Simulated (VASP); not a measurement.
Input of a VASP 6.6.1 run:

File INCAR:

```
SYSTEM = CoSn
PREC     = Accurate       ! precision mode
ENCUT    = 520            ! plane-wave cutoff, eV
EDIFF    = 1E-6           ! SCF threshold, eV
ISMEAR   = 0              ! smearing method
SIGMA    = 0.1            ! smearing width, eV
LREAL    = .FALSE.        ! projectors in reciprocal space
LASPH    = .TRUE.         ! aspherical terms in the spheres
NELM     = 80             ! most SCF steps
ALGO     = Fast           ! electronic algorithm
ISIF     = 2              ! what is computed and relaxed
LWAVE    = .FALSE.        ! write WAVECAR
LCHARG   = .FALSE.        ! write CHGCAR
GGA      = PS             ! functional
NBANDS   = 44             ! bands
```

File KPOINTS:

```
regular mesh
0
G
  12 12 8
  0 0 0
```

Contents of POSCAR:

```
CoSn
1.0
    5.5328987612      0.0000000000      0.0000000000
   -2.7664493806      4.7916308837      0.0000000000
    0.0000000000      0.0000000000      4.4185801989
Co Sn
3 3
Direct
    0.0000000000      0.5000000000      0.0000000000
    0.5000000000      0.5000000000      0.0000000000
    0.5000000000      0.0000000000      0.0000000000
    0.6666666667      0.3333333333      0.5000000000
    0.3333333333      0.6666666667      0.5000000000
    0.0000000000      0.0000000000      0.0000000000
```

Potentials or basis: VASP PAW PBE potentials, release 64 (Co, Sn_d).

Launch:

```console
$ cat potpaw_PBE.64/Co/POTCAR potpaw_PBE.64/Sn_d/POTCAR > POTCAR
$ mpirun -np 1 vasp_std > vasp.out
```

(1) What does it give for the band gap on the k mesh?

(2) What does it give for the pressure?

## Answers

(1) zero (an odd number of electrons rules out a gap without spin polarisation).

(2) -16.7 GPa.

Caveat: the cell differs from its parent crystal (equal strain along all axes, cell held: +6.0 %); the cell stands under tension; the PAW data sets were made with another functional, which shifts forces and pressure a little; spin-orbit coupling is left out, which moves the levels of the heavy elements; the run has no spin polarisation, though such a crystal can be magnetic.
